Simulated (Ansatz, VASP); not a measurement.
# Two plane-wave programs on Nb

```
Nb
1.0
    -1.65882    1.65882    1.65882
     1.65882   -1.65882    1.65882
     1.65882    1.65882   -1.65882
Nb
1
Direct
  0.00000 0.00000 0.00000
```

Alike in both runs: task single point; functional r2SCAN; k mesh 8 × 8 × 8; occupations gaussian, width 0.1 eV; no spin polarisation.

|  | VASP | Ansatz |
| --- | --- | --- |
| version | VASP 6.6.1 | Ansatz 0.2.0 |
| potentials or method | VASP PAW PBE potentials, release 64 (Nb_sv), cutoff 520 eV | scalar-relativistic, plane waves, PAW |
| valence electrons in the cell | 13 | 13 |

|  | VASP | Ansatz | Ansatz less VASP |
| --- | --- | --- | --- |
| gap on the k mesh at the Fermi level (eV) | none | none | - |
| pressure (GPa) | -2.2 | -2.0 | +0.27 |

VASP's potentials were made for PBE, not for r2SCAN. A gap of «none» marks a metal or a gap that the smearing closes.
